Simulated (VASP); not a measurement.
## Tl2B6Te: single point with PBE

Crystal: Tl2B6Te.

```
CELL_PARAMETERS angstrom
0.00000 4.16381 4.16381
4.16381 0.00000 4.16381
4.16381 4.16381 0.00000
ATOMIC_POSITIONS crystal
Tl 0.75000 0.75000 0.75000
Tl 0.25000 0.25000 0.25000
B 0.64781 0.64781 0.35219
B 0.35219 0.35219 0.64781
B 0.35219 0.64781 0.64781
B 0.64781 0.35219 0.35219
B 0.35219 0.64781 0.35219
B 0.64781 0.35219 0.64781
Te 0.00000 0.00000 0.00000
```

```yaml
Program: VASP 6.6.1
Task: single point
Functional: PBE
Potentials_or_basis: VASP PAW PBE potentials, release 64 (Tl_d, B, Te)
Cutoff: 520 eV
k_mesh: 4 × 4 × 4
Occupations: gaussian, width 0.1 eV
Spin: no spin polarisation
Dipole_correction: no
Further_INCAR_settings: ALGO = Normal; EDIFF = 1e-06; NBANDS = 35
```

```yaml
Pressure: 0.0 GPa
Largest_force: 0.033 eV/Å
Band_gap_on_the_k_mesh: zero (band 25 reaches 5.96 eV, above the bottom of band 26 at 4.94 eV)
```

Forces on the atoms (eV/Å):
```
Tl   0.000  0.000  0.000
Tl   0.000  0.000  0.000
B    0.000  0.000  0.033
B    0.000  0.000 -0.033
B    0.033  0.000  0.000
B   -0.033  0.000  0.000
B    0.000 -0.033  0.000
B    0.000  0.033  0.000
Te   0.000  0.000  0.000
```

Levels at points of the mesh, in eV from the Fermi level:
```tsv
k point	band 22	band 23	band 24	band 25	band 26	band 27	band 28	band 29
(0.00, 0.00, 0.00)	-3.39	-3.39	-1.40	-1.40	0.60	3.18	3.18	3.18
(0.50, 0.00, 0.00)	-2.77	-0.68	0.32	0.32	0.39	0.70	1.56	1.56
(0.50, 0.50, 0.00)	-2.74	-1.52	-1.25	-0.87	-0.63	2.62	2.62	3.19
```

Wall time 34 s on 1 thread of Intel(R) Xeon(R) 6975P-C (Granite Rapids) (shared host), peak memory 0.32 GiB.

Caveat: spin-orbit coupling is left out, which moves the levels of the heavy elements.
